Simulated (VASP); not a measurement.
Write the native input for VASP 6.6.1 that does the following.

| Property | Result |
| --- | --- |
| Task | single point |
| Functional | PBEsol |
| Potentials or basis | VASP PAW PBE potentials, release 64 (In_d, Sb) |
| Cutoff | 520 eV |
| k mesh | 8 × 8 × 8 |
| Occupations | fermi-dirac, width 0.1 eV |
| Spin | no spin polarisation |
| Dipole correction | no |
| Further INCAR settings | ALGO = Normal; EDIFF = 1e-07; NBANDS = 16 |

The structure of InSb lies in POSCAR:

```
InSb
1.0
    0.0000000000      3.2605019224      3.2605019224
    3.2605019224      0.0000000000      3.2605019224
    3.2605019224      3.2605019224      0.0000000000
In Sb
1 1
Direct
    0.0000000000      0.0000000000      0.0000000000
    0.7500000000      0.7500000000      0.7500000000
```

These files were run (other wordings do the same):

INCAR

```
PREC = Accurate ; ENCUT = 520
EDIFF = 1E-7 ; ISMEAR = -1
SIGMA = 0.1 ; LREAL = F
LASPH = T ; NELM = 60
ALGO = Normal ; ISIF = 2
LWAVE = F ; LCHARG = F
GGA = PS ; NBANDS = 16
```

KPOINTS

```
regular mesh
0
Gamma
  8 8 8
```

Potentials or basis: VASP PAW PBE potentials, release 64 (In_d, Sb).

The run is started by

```bash
$ cat potpaw_PBE.64/In_d/POTCAR potpaw_PBE.64/Sb/POTCAR > POTCAR
$ mpirun -np 1 vasp_std > vasp.out
```

It gave:

```json
{
  "Pressure": "0.0 GPa",
  "Band gap on the k mesh": "zero (filled and empty bands touch)"
}
```

Caveat: the PAW data sets were made with another functional, which shifts forces and pressure a little; spin-orbit coupling is left out, which moves the levels of the heavy elements.

Run time: 17 s on 1 thread of AMD EPYC 9R45 96-Core Processor (Zen 5), on a shared host, peak memory 0.18 GiB.
